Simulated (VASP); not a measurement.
Input of a VASP 6.6.1 run:

File INCAR:

```
  PREC = Accurate
  ENCUT = 520
  EDIFF = 1E-7
  ISMEAR = 0
  SIGMA = 0.02
  LREAL = False
  LASPH = True
  NELM = 80
  ALGO = Normal
  ISIF = 2
  LWAVE = False
  LCHARG = False
  GGA = PE
  NBANDS = 28
```

KPOINTS

```
regular mesh
0
Gamma
  8 8 8
```

File POSCAR:

```
BaTiO3
1.0
    3.9684658838      0.0000000000      0.0000000000
    0.0000000000      3.9684658838      0.0000000000
    0.0000000000      0.0000000000      4.4921248052
Ba Ti O
1 1 3
Direct
    0.0000000000      0.0000000000     -0.0349314207
    0.5000000000      0.5000000000      0.4595549383
    0.5000000000      0.5000000000      0.0624371887
    0.5000000000      0.0000000000      0.5279696469
    0.0000000000      0.5000000000      0.5279696469
```

Potentials or basis: VASP PAW PBE potentials, release 64 (Ba_sv, Ti_sv, O).

The run is started by

```console
$ cat potpaw_PBE.64/Ba_sv/POTCAR potpaw_PBE.64/Ti_sv/POTCAR potpaw_PBE.64/O/POTCAR > POTCAR
$ mpirun -np 1 vasp_std > vasp.out
```

**Question.** Predict the pressure.

**Answer.** -1.7 GPa.

**Question.** What does it give for the largest force?

**Answer.** 0.094 eV/Å.

**Question.** What does it give for the band gap on the k mesh?

**Answer.** 1.81 eV (least direct gap 2.51 eV).

Forces on the atoms (eV/Å):
```
Ba   0.000  0.000  0.090
Ti   0.000  0.000  0.094
O    0.000  0.000 -0.092
O    0.000  0.000 -0.046
O    0.000  0.000 -0.046
```

Caveat: spin-orbit coupling is left out, which moves the levels of the heavy elements. A k mesh can miss the band edges.
